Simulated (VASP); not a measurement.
# Co (Fd-3m) in VASP: a series of runs

The runs below take Co through single point, relaxation of cell and atoms, with PBE.

Program: VASP 6.6.1. These are calculated values, not measurements. Logs are shortened: lines on timing, memory, paths and dates and some standing lists are left out, and cuts for length are marked.

## (1) The cell of the first run

Symmetry: Fd-3m, No. 227, cubic system. The conventional cell has a = 4.495 Å, b = 4.495 Å, c = 4.495 Å, α = 90.00°, β = 90.00°, γ = 90.00°. Within 2.6 Å of Co (site symmetry -43m) lie 4 Co at 1.95 Å.

This isn't the form of Co at room conditions, which is hcp.

## (2) Single point, PBE, collinear spin, ferromagnetic start

Input file INCAR:

```
SYSTEM = Co
ALGO = Normal ; EDIFF = 1E-7
ENCUT = 520 ; GGA = PE
ISIF = 2 ; ISMEAR = -1
ISPIN = 2 ; LASPH = .TRUE.
LCHARG = .FALSE. ; LMAXMIX = 4
LORBIT = 11 ; LREAL = .FALSE.
LWAVE = .FALSE. ; MAGMOM = 1.7 1.7
NBANDS = 20 ; NELM = 150
PREC = Accurate ; SIGMA = 0.05
```

Input file KPOINTS:

```
k-points
0
G
  15 15 15
  0 0 0
```

Input file POSCAR:

```
Co
1.0
    0.0000000000      2.2476769998      2.2476769998
    2.2476769998      0.0000000000      2.2476769998
    2.2476769998      2.2476769998      0.0000000000
Co
2
Direct
   -0.1250000000     -0.1250000000     -0.1250000000
    0.1250000000      0.1250000000      0.1250000000
```

Potentials or basis: VASP PAW PBE potentials, release 64 (Co).

On the command line:

```bash
$ cat potpaw_PBE.64/Co/POTCAR > POTCAR
$ mpirun -np 1 vasp_std > vasp.out
```

OUTCAR:

```text
SYSTEM = Co
   EDIFF = 1E-7
   ENCUT = 520
   GGA = PE
   ISIF = 2
   ISMEAR = -1
   ISPIN = 2
   LASPH = .TRUE.
   LORBIT = 11
   LREAL = .FALSE.
   NELM = 150
   PREC = Accurate

 ion  position               nearest neighbor table
   1  0.875  0.875  0.875-   2 1.95   2 1.95   2 1.95   2 1.95
   2  0.125  0.125  0.125-   1 1.95   1 1.95   1 1.95   1 1.95

  LATTYP: Found a face centered cubic cell.
 ALAT       =     4.4953539996

  Lattice vectors:

 A1 = (   0.0000000000,   2.2476769998,   2.2476769998)
 A2 = (   2.2476769998,   0.0000000000,   2.2476769998)
 A3 = (   2.2476769998,   2.2476769998,   0.0000000000)

Analysis of symmetry for initial positions (statically):
=====================================================================
 Subroutine PRICEL returns:
 Original cell was already a primitive cell.

 Routine SETGRP: Setting up the symmetry group for a
 face centered cubic supercell.

 Subroutine GETGRP returns: Found 48 space group operations
 (whereof 12 operations were pure point group operations)
 out of a pool of 48 trial point group operations.

The static configuration has the point symmetry D_3d.
 The point group associated with its full space group is O_h .

Analysis of symmetry for dynamics (positions and initial velocities):
=====================================================================
 Subroutine PRICEL returns:
 Original cell was already a primitive cell.

 Routine SETGRP: Setting up the symmetry group for a
 face centered cubic supercell.

 Subroutine GETGRP returns: Found 48 space group operations
 (whereof 12 operations were pure point group operations)
 out of a pool of 48 trial point group operations.

The dynamic configuration has the point symmetry D_3d.
 The point group associated with its full space group is O_h .

Analysis of structural, dynamic, and magnetic symmetry:
=====================================================================
 Subroutine PRICEL returns:
 Original cell was already a primitive cell.

 Routine SETGRP: Setting up the symmetry group for a
 face centered cubic supercell.

 Subroutine GETGRP returns: Found 48 space group operations
 (whereof 12 operations were pure point group operations)
 out of a pool of 48 trial point group operations.

The overall configuration has the point symmetry D_3d.
 The point group associated with its full space group is O_h .

 Subroutine INISYM returns: Found 48 space group operations
 (whereof 12 operations are pure point group operations),
 and found     1 'primitive' translations

[... 113 lines left out ...]
     AMIX     =   0.40;   BMIX     =  1.00
     AMIX_MAG =   1.60;   BMIX_MAG =  1.00
  volume/ion in A,a.u.               =      11.36        76.63
  Fermi-wavevector in a.u.,A,eV,Ry     =   1.515032  2.862995 31.229745  2.295322
  Thomas-Fermi vector in A             =   2.624610
   LORBIT       =     11    0 simple, 1 ext, 2 COOP (PROOUT), +10 PAW based schemes
   GGA     = PE    functional components
   LHFCALC =     F    Hartree Fock is set to
   AEXX    =    0.0000 exact exchange contribution
   IVDW    =     0    specifies the selected vdW correction
   LEPSILON=     F    determine dielectric tensor
   LRPA    =     F    only Hartree local field effects (RPA)
 spin polarized calculation
  energy-cutoff  :      520.00
  volume of cell :       22.71
 maximum number of plane-waves:       624
   NGX = 11   NGY = 11   NGZ = 11

 number of electron      18.0000013 magnetization       0.0007532

 number of electron      18.0000013 magnetization      -0.0001053

 Free energy of the ion-electron system (eV)
  ---------------------------------------------------
  ext. energy  EPLUGINS =         0.00000000
  ---------------------------------------------------
  free energy    TOTEN  =       -10.39082372 eV

  energy without entropy =      -10.36645523  energy(sigma->0) =      -10.37863948

 E-fermi :   9.9533     XC(G=0): -12.8335

 val. band max:        9.9516856279   @ k =  -0.1333   0.2000   0.0667
 cond. band min:       9.9617570050   @ k =  -0.2000   0.3333   0.1333
 fundamental gap:      0.0100713770
 Fermi energy:         9.9532652612

 spin component 1

 k-point     1 :       0.0000    0.0000    0.0000
  band No.  band energies     occupation
      1       1.4544      1.00000
      2       5.5519      1.00000
      3       5.5519      1.00000
      4       5.9928      1.00000
      5       5.9928      1.00000
      6       5.9928      1.00000
[... 541 lines left out ...]
     19      32.1833      0.00000
     20      32.3217      0.00000

 [... further k-points ...]

 spin component 2

 k-point     1 :       0.0000    0.0000    0.0000
  band No.  band energies     occupation
      1       1.4544      1.00000
      2       5.5519      1.00000
      3       5.5519      1.00000
      4       5.9927      1.00000
      5       5.9927      1.00000
      6       5.9927      1.00000
[... 541 lines left out ...]
     19      32.1833      0.00000
     20      32.3217      0.00000

 [... further k-points ...]
[... 5 lines left out ...]
  --------------------------------------------------------------------------------------
  -------------------------------------------------------------------------------------
  Total        8.6095311      8.6095311      8.6095311     -0.0000000      0.0000000      0.0000000
  in kB      607.3770575    607.3770575    607.3770575     -0.0000000      0.0000000      0.0000000
  external PRESSURE =     607.3770575 kB  Pullay stress =       0.0000000 kB

 VOLUME and BASIS-vectors are now :
 -----------------------------------------------------------------------------
  energy-cutoff  :      520.00
  volume of cell :       22.71
      direct lattice vectors                 reciprocal lattice vectors
     0.000000000  2.247677000  2.247677000    -0.222451891  0.222451891  0.222451891
     2.247677000  0.000000000  2.247677000     0.222451891 -0.222451891  0.222451891
     2.247677000  2.247677000  0.000000000     0.222451891  0.222451891 -0.222451891

 POSITION                                       TOTAL-FORCE (eV/Angst)
 -----------------------------------------------------------------------------------
      3.93343      3.93343      3.93343        -0.000000     -0.000000     -0.000000
      0.56192      0.56192      0.56192         0.000000      0.000000      0.000000
 -----------------------------------------------------------------------------------
    total drift:                                0.000000      0.000000      0.000000

  FREE ENERGIE OF THE ION-ELECTRON SYSTEM (eV)
  ---------------------------------------------------
  free  energy   TOTEN  =       -10.3908237211 eV

  energy  without entropy=      -10.3664552311  energy(sigma->0) =      -10.37863948

 total charge

# of ion       s       p       d       tot
------------------------------------------
    1        0.660   0.603   7.593   8.856
    2        0.660   0.603   7.593   8.856
--------------------------------------------------
tot          1.320   1.207  15.185  17.712

 magnetization (x)

# of ion       s       p       d       tot
------------------------------------------
    1        0.000   0.000  -0.000  -0.000
    2        0.000   0.000  -0.000  -0.000
--------------------------------------------------
tot          0.000   0.000  -0.000  -0.000
```

stdout:

```text
POSCAR found type information on POSCAR Co
 POSCAR found :  1 types and       2 ions
 scaLAPACK will be used
 LDA part: xc-table for (Slater+PW92), standard interpolation
 POSCAR, INCAR and KPOINTS ok, starting setup
 FFT: planning ... GRIDC
 FFT: planning ... GRID_SOFT
 FFT: planning ... GRID
 WAVECAR not read
 entering main loop
```

Wall time 47 s (1 thread of Intel Xeon 6975P-C (Granite Rapids), shared host); peak memory 0.19 GiB.

What came out:

```
Free energy                                           : -10.3908 eV
Pressure                                              : 60.7 GPa
Band gap on the k mesh                                : zero (filled and empty bands overlap)
Net moment                                            : 0.00 μB per cell
Valence electrons inside the program's atomic spheres : Co 8.86
```

Levels at points of the mesh, in eV from the Fermi level:
Spin up:
| k point | band 6 | band 7 | band 8 | band 9 | band 10 | band 11 | band 12 | band 13 |
| --- | --- | --- | --- | --- | --- | --- | --- | --- |
| (0.00, 0.00, 0.00) | -3.96 | -1.52 | -1.52 | -1.52 | 0.46 | 0.46 | 15.97 | 15.97 |
Spin down:
```
           k point  band 6  band 7  band 8  band 9  band 10  band 11  band 12  band 13
(0.00, 0.00, 0.00)   -3.96   -1.52   -1.52   -1.52     0.46     0.46    15.97    15.97
```

Caveat: the cell stands under pressure; the moments typed at the start vanished in this run.

## (3) Single point, PBE, collinear spin, ferromagnetic start

Input file INCAR:

```
SYSTEM = Co
  ALGO = Normal
  EDIFF = 1E-6
  ENCUT = 520
  GGA = PE
  ISIF = 2
  ISMEAR = -1
  ISPIN = 2
  LASPH = .TRUE.
  LCHARG = .TRUE.
  LELF = .TRUE.
  LMAXMIX = 4
  LORBIT = 11
  LREAL = .FALSE.
  LVHAR = .TRUE.
  LWAVE = .FALSE.
  MAGMOM = 1.7 1.7
  NBANDS = 20
  NELM = 150
  PREC = Accurate
  SIGMA = 0.05
```

KPOINTS is that of step 2.

Input file POSCAR:

```
Co
1.0
    0.0000000000      2.2471531707      2.2471531707
    2.2471531707      0.0000000000      2.2471531707
    2.2471531707      2.2471531707      0.0000000000
Co
2
Direct
   -0.1250000000     -0.1250000000     -0.1250000000
    0.1250000000      0.1250000000      0.1250000000
```

Potentials or basis: VASP PAW PBE potentials, release 64 (Co).

On the command line:

```bash
$ cat potpaw_PBE.64/Co/POTCAR > POTCAR
$ mpirun -np 1 vasp_std > vasp.out
```

Wall time 42 s (1 thread of Intel Xeon 6975P-C (Granite Rapids), shared host); peak memory 0.2 GiB.

Results (log left out):

| Property | Result |
| --- | --- |
| Free energy | -10.3848 eV |
| Pressure | 61.0 GPa |
| Band gap on the k mesh | zero (filled and empty bands overlap) |
| Net moment | 0.00 μB per cell |
| Valence electrons inside the program's atomic spheres | Co 8.86 |

Levels at points of the mesh, in eV from the Fermi level:
Spin up:
```tsv
k point	band 5	band 6	band 7	band 8	band 9	band 10	band 11	band 12	band 13	band 14
(0.00, 0.00, 0.00)	-3.96	-3.96	-1.52	-1.52	-1.52	0.46	0.46	15.98	15.98	15.98
```
Spin down:
```tsv
k point	band 6	band 7	band 8	band 9	band 10	band 11	band 12	band 13
(0.00, 0.00, 0.00)	-3.96	-1.52	-1.52	-1.52	0.46	0.46	15.98	15.98
```

Caveat: the cell stands under pressure; the moments typed at the start vanished in this run.

## (4) Relaxation of cell and atoms, PBE, collinear spin, ferromagnetic start, target pressure 67 GPa, at which the enthalpy is minimised

Input file INCAR:

```
PREC = Accurate ; ENCUT = 600
EDIFF = 1E-6 ; ISMEAR = -1
SIGMA = 0.05 ; LREAL = F
LASPH = T ; NELM = 150
ALGO = Normal ; ISIF = 3
LWAVE = F ; LCHARG = F
ISPIN = 2 ; MAGMOM = 1.7 1.7
LORBIT = 11 ; LMAXMIX = 4
GGA = PE ; IBRION = 2
NSW = 32 ; EDIFFG = -0.005
PSTRESS = 670.0
```

Input file KPOINTS:

```
regular mesh
0
Gamma
  15 15 15
```

Input file POSCAR:

```
Co
1.0
    0.0000000000      2.2476769998      2.2476769998
    2.2476769998      0.0000000000      2.2476769998
    2.2476769998      2.2476769998      0.0000000000
Co
2
Direct
   -0.1250000000     -0.1250000000     -0.1250000000
    0.1250000000      0.1250000000      0.1250000000
```

On the command line:

```bash
$ cat potpaw_PBE.64/Co/POTCAR > POTCAR
$ mpirun -np 1 vasp_std > vasp.out
```

Run time: 4.7 min. Hardware: 1 thread of Intel Xeon Platinum 8488C (Sapphire Rapids), shared host; peak memory 0.23 GiB.

The run converged. Its results:

* Free energy: -10.2375 eV
* Relaxed volume: 11.16 Å³/atom
* Relaxed cell: a = 3.161 Å, b = 3.161 Å, c = 3.161 Å, α = 60.00°, β = 60.00°, γ = 60.00°
* Space group after relaxing (to 0.1 Å): Fd-3m (No. 227)
* Energy change on relaxing (the run minimises the enthalpy): +76.6 meV/atom
* Ionic steps: 4
* Pressure after relaxing: 67.0 GPa
* Band gap on the k mesh: zero (filled and empty bands overlap)
* Net moment: 0.00 μB per cell
* Valence electrons inside the program's atomic spheres: Co 8.90

The path:
```tsv
step	energy change (eV)	largest force (eV/Å)	pressure (GPa)	volume (Å³)
1	0.0000	0.0000	60.66	22.71
2	0.6616	0.0000	87.37	21.27
3	0.1500	0.0000	66.87	22.33
4	0.1532	0.0000	67.01	22.33
```

Final structure:
```
CELL_PARAMETERS angstrom
0.00000 2.23491 2.23491
2.23491 0.00000 2.23491
2.23491 2.23491 0.00000
ATOMIC_POSITIONS crystal
Co 0.87500 0.87500 0.87500
Co 0.12500 0.12500 0.12500
```

Levels at points of the mesh, in eV from the Fermi level:
Spin up:
```
           k point  band 5  band 6  band 7  band 8  band 9  band 10  band 11  band 12  band 13  band 14
(0.00, 0.00, 0.00)   -4.04   -4.04   -1.55   -1.55   -1.55     0.48     0.48    16.14    16.14    16.14
```
Spin down:
```csv
k point,band 7,band 8,band 9,band 10,band 11,band 12
"(0.00, 0.00, 0.00)",-1.55,-1.55,-1.55,0.48,0.48,16.14
```

Caveat: the cell is relaxed towards a set pressure, so the run minimises the enthalpy, not the energy; the moments typed at the start vanished in this run.
